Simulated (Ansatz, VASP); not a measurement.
**Two plane-wave programs on B**

File INCAR:

```
SYSTEM = B
PREC     = Accurate       ! precision mode
ENCUT    = 520            ! plane-wave cutoff, eV
EDIFF    = 1E-7           ! SCF threshold, eV
ISMEAR   = 0              ! smearing method
SIGMA    = 0.1            ! smearing width, eV
LREAL    = .False.        ! projectors in reciprocal space
LASPH    = .True.         ! aspherical terms in the spheres
NELM     = 80             ! most SCF steps
ALGO     = Normal         ! electronic algorithm
ISIF     = 2              ! what is computed and relaxed
LWAVE    = .False.        ! write WAVECAR
LCHARG   = .False.        ! write CHGCAR
GGA      = PE             ! functional
NBANDS   = 22             ! bands
```

KPOINTS

```
Automatic mesh
0
Gamma
  6 4 4
  0 0 0
```

File POSCAR:

```
B
1.0
    3.2494563708      0.0000000000      0.0000000000
   -1.5220899084      3.9215877282      0.0000000000
   -0.0873108476     -0.9238299154      4.9099659011
B
8
Direct
    0.1391859250      0.2687620294      0.1823499754
    0.6637905934      0.3221629468      0.1494400164
    0.6055584817      0.7064940480      0.3355039406
    0.0958365452      0.6868278073      0.3427652550
    0.8562008722      0.2475838654      0.8118540495
    0.3349061629      0.2000560835      0.8369484225
    0.4281337363      0.8388098946      0.6612989891
    0.8763876830      0.7293033248      0.6798393516
```

Input for Ansatz:

```yaml
crystal:
  lattice:
    - [3.2494563708, 0.0, 0.0]
    - [-1.5220899084, 3.9215877282, 0.0]
    - [-0.0873108476, -0.9238299154, 4.9099659011]
  atoms:
    - { symbol: B, position: [0.139185925, 0.2687620294, 0.1823499754] }
    - { symbol: B, position: [0.6637905934, 0.3221629468, 0.1494400164] }
    - { symbol: B, position: [0.6055584817, 0.706494048, 0.3355039406] }
    - { symbol: B, position: [0.0958365452, 0.6868278073, 0.342765255] }
    - { symbol: B, position: [0.8562008722, 0.2475838654, 0.8118540495] }
    - { symbol: B, position: [0.3349061629, 0.2000560835, 0.8369484225] }
    - { symbol: B, position: [0.4281337363, 0.8388098946, 0.6612989891] }
    - { symbol: B, position: [0.876387683, 0.7293033248, 0.6798393516] }
basis:
  ecutwfc: 420
kpoints:
  mp_grid: { grid: [6, 4, 4] }
hamiltonian:
  xc: pbe
scf:
  occupations: { method: gaussian, width: 0.1 }
  lower_state_search: "off"
output:
  forces: true
  stress: true
  eigenvalues: true
```

Change from the starting cell: the structure that the rattled cell fell into.

Alike in both runs: task single point; functional PBE; k mesh 6 × 4 × 4; occupations gaussian, width 0.1 eV; no spin polarisation.

|  | VASP | Ansatz |
| --- | --- | --- |
| version | VASP 6.6.1 | Ansatz 0.2.0 |
| potentials or method | VASP PAW PBE potentials, release 64 (B), cutoff 520 eV | scalar-relativistic, plane waves, PAW |
| valence electrons in the cell | 24 | 24 |

|  | VASP | Ansatz | Ansatz less VASP |
| --- | --- | --- | --- |
| gap on the k mesh at the Fermi level (eV) | none | none | - |
| pressure (GPa) | 1.2 | 1.2 | +0.01 |
| traceless stress, the component that is largest in VASP (GPa) | -3.23 | -3.30 | -0.079 |
| rms of the force components (eV/Å) | 0.319 | 0.320 | +0.0006 |

Atom by atom the forces differ by 0.002 eV/Å (rms over components). A gap of «none» marks a metal or a gap that the smearing closes.

The k mesh is coarse, so the values compare programs but aren't converged.
